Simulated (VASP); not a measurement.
Runs of VASP 6.6.1 on LiCl. The structure is that of space group Fm-3m (No. 225), or close to it. The cells are those of the table. 

| level | cell | k mesh | smearing | gap on the mesh (eV) |
| --- | --- | --- | --- | --- |
| PBE | a = 3.519 Å, angles 61.8°, 2 atoms | 6 × 6 × 6 | gaussian 0.01 eV | 6.44 |
| PBE | a = 3.615, b = 3.615, c = 3.651 Å, angles 59.7, 59.7, 59.3°, 2 atoms | 6 × 6 × 6 | gaussian 0.01 eV | 6.34 |
| PBE | a = 3.561 Å, angles 60.0°, 2 atoms | 8 × 8 × 8 | fermi-dirac 0.02 eV | 6.67 |
| PBE | a = 3.561 Å, angles 60.0°, 2 atoms | 6 × 6 × 6 | gaussian 0.01 eV | 6.67 |
| PBE | a = 3.796 Å, angles 60.0°, 2 atoms | 6 × 6 × 6 | gaussian 0.01 eV | (a) |
| PBE | a = 3.615 Å, angles 60.0°, 2 atoms | 6 × 6 × 6 | gaussian 0.01 eV | 6.40 |
| PBE | a = 3.615 Å, angles 60.0°, 2 atoms | 8 × 8 × 8 | fermi-dirac 0.02 eV | 6.40 |
| r2SCAN | a = 3.615 Å, angles 60.0°, 2 atoms | 8 × 8 × 8 | gaussian 0.01 eV | 7.36 |

Alike in all rows: task single point; potentials or basis VASP PAW PBE potentials, release 64 (Li_sv, Cl); no spin polarisation; cutoff (eV) 520.

Problem. Estimate the missing entries.

Solution. (a) 5.63.

A k mesh can miss the band edges.
